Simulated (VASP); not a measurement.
# GaN: single point with LDA

The system is GaN.

```
Ga N
1.0
    -3.15158    0.00000    0.00000
     0.00000    0.00000   -5.13825
     0.00000   -5.45869    0.00000
Ga N
4 4
Direct
  0.50000 0.00024 0.17450
  0.00000 0.99405 0.65884
  0.00000 0.49405 0.34116
  0.50000 0.50024 0.82550
  0.50000 0.64057 0.16782
  0.00000 0.64345 0.66555
  0.00000 0.14345 0.33445
  0.50000 0.14057 0.83218
```

This cell differs from its parent crystal: mode 11 frozen in at -0.046 Å and mode 13 at -0.091 Å (largest displacements).

```json
{"Program": "VASP 6.6.1", "Task": "single point", "Functional": "LDA", "Potentials or basis": "VASP PAW LDA potentials, release 64 (Ga_d, N)", "Cutoff": "520 eV", "k mesh": "8 × 6 × 6", "Occupations": "gaussian, width 0.05 eV", "Spin": "no spin polarisation"}
```

| Quantity | Value |
| --- | --- |
| Pressure | 2.8 GPa |
| Largest force | 2.649 eV/Å |
| Band gap on the k mesh | 1.98 eV |

Forces on the atoms (eV/Å):
```
Ga   0.000  0.945 -1.215
Ga   0.000 -0.971 -2.465
Ga   0.000  0.971 -2.465
Ga   0.000 -0.945 -1.215
N    0.000 -0.031  1.570
N    0.000 -0.044  2.109
N    0.000  0.044  2.109
N    0.000  0.031  1.570
```

Stress tensor (GPa, compression positive):
```
-2.94  0.00  0.00
 0.00 -2.99  0.00
 0.00  0.00 14.40
```

Levels at points of the mesh, in eV from the valence-band top:
```tsv
k point	band 32	band 33	band 34	band 35	band 36	band 37	band 38	band 39	band 40	band 41
(0.00, 0.00, 0.00)	-1.22	-0.74	-0.46	-0.02	0.00	1.98	4.43	4.95	5.41	5.77
(0.50, 0.00, 0.00)	-3.92	-2.66	-2.27	-2.02	-1.97	4.76	5.27	6.58	6.79	7.47
(0.00, 0.50, 0.00)	-2.07	-0.64	-0.64	-0.60	-0.60	4.06	4.06	4.32	4.32	7.85
(0.50, 0.50, 0.00)	-3.50	-2.19	-2.19	-1.87	-1.87	5.51	5.51	5.81	5.81	7.70
(0.00, 0.00, 0.50)	-2.10	-1.25	-1.12	-0.50	-0.32	4.19	4.43	5.94	6.02	6.87
(0.50, 0.00, 0.50)	-2.88	-2.87	-2.69	-0.94	-0.81	4.71	5.16	5.22	5.58	5.66
(0.00, 0.50, 0.50)	-2.24	-1.66	-1.66	-1.11	-1.11	4.91	4.91	5.25	5.25	7.53
(0.50, 0.50, 0.50)	-2.20	-2.06	-2.06	-1.89	-1.89	3.92	3.92	4.34	4.34	7.75
```

Run time: 5.4 min on 1 thread of Intel(R) Xeon(R) Platinum 8259CL CPU @ 2.50GHz (Skylake/Cascade Lake), on a shared host, peak memory 0.33 GiB.

Caveat: the cell differs from its parent crystal (mode 11 frozen in at -0.046 Å and mode 13 at -0.091 Å (largest displacements)); forces of over 1 eV/Å act on the atoms, so gaps and moduli don't describe the material at rest.
